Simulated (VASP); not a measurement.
Write the native input for VASP 6.6.1 that does the following.

```yaml
Task: single point
Functional: PBE0
Potentials_or_basis: VASP PAW PBE potentials, release 64 (Li_sv, S)
Cutoff: 650 eV
k_mesh: 8 × 8 × 8
Occupations: fermi-dirac, width 0.02 eV
Spin: no spin polarisation
Dipole_correction: no
Grid_for_exact_exchange_PRECFOCK: Normal
Further_INCAR_settings: ALGO = Normal; EDIFF = 1e-06; NBANDS = 13
Share_of_exact_exchange: 0.25
```

Li2S:

```
Li S
1.0
     0.00000    2.84450    2.84450
     2.84450    0.00000    2.84450
     2.84450    2.84450    0.00000
Li S
2 1
Cartesian
  1.4223 1.4223 1.4223
  4.2668 4.2668 4.2668
  0.0000 0.0000 0.0000
```

These files were run (other wordings do the same):

POSCAR

```
Li2S
1.0
    0.0000000000      2.8445000000      2.8445000000
    2.8445000000      0.0000000000      2.8445000000
    2.8445000000      2.8445000000      0.0000000000
Li S
2 1
Direct
    0.2500000000      0.2500000000      0.2500000000
    0.7500000000      0.7500000000      0.7500000000
    0.0000000000      0.0000000000      0.0000000000
```

INCAR.step1

```
SYSTEM = Li2S
PREC = Accurate ; ENCUT = 650
EDIFF = 1E-5 ; ISMEAR = -1
SIGMA = 0.02 ; LREAL = .FALSE.
LASPH = .TRUE. ; NELM = 120
ALGO = Normal ; ISIF = 2
LWAVE = .TRUE. ; LCHARG = .FALSE.
NBANDS = 13 ; GGA = PE
GGA_COMPAT = .FALSE. ; KPAR = 4
```

INCAR.step2

```
SYSTEM = Li2S
PREC = Accurate ; ENCUT = 650
EDIFF = 1E-6 ; ISMEAR = -1
SIGMA = 0.02 ; LREAL = .FALSE.
LASPH = .TRUE. ; NELM = 120
ALGO = Normal ; ISIF = 2
LWAVE = .FALSE. ; LCHARG = .FALSE.
GGA = PE ; LHFCALC = .TRUE.
AEXX = 0.25 ; PRECFOCK = Normal
NBANDS = 13 ; ISTART = 1
GGA_COMPAT = .FALSE. ; KPAR = 4
```

KPOINTS

```
Automatic mesh
0
G
  8 8 8
  0 0 0
```

Potentials or basis: VASP PAW PBE potentials, release 64 (Li_sv, S).

Launch:

```sh
$ cat potpaw_PBE.64/Li_sv/POTCAR potpaw_PBE.64/S/POTCAR > POTCAR
$ cp INCAR.step1 INCAR
$ mpirun -np 4 vasp_std > vasp.out
$ cp INCAR.step2 INCAR
$ mpirun -np 4 vasp_std > vasp.out
```

Results of the run:

```yaml
Pressure: -0.6 GPa
Band_gap_on_the_k_mesh: 5.02 eV (least direct gap 6.04 eV)
```

Caveat: the PAW data sets were made with another functional, which shifts forces and pressure a little.

It took 55 min on 4 MPI ranks on Intel(R) Xeon(R) Platinum 8175M CPU @ 2.50GHz (Skylake/Cascade Lake) (shared host), peak memory 0.27 GiB a rank.
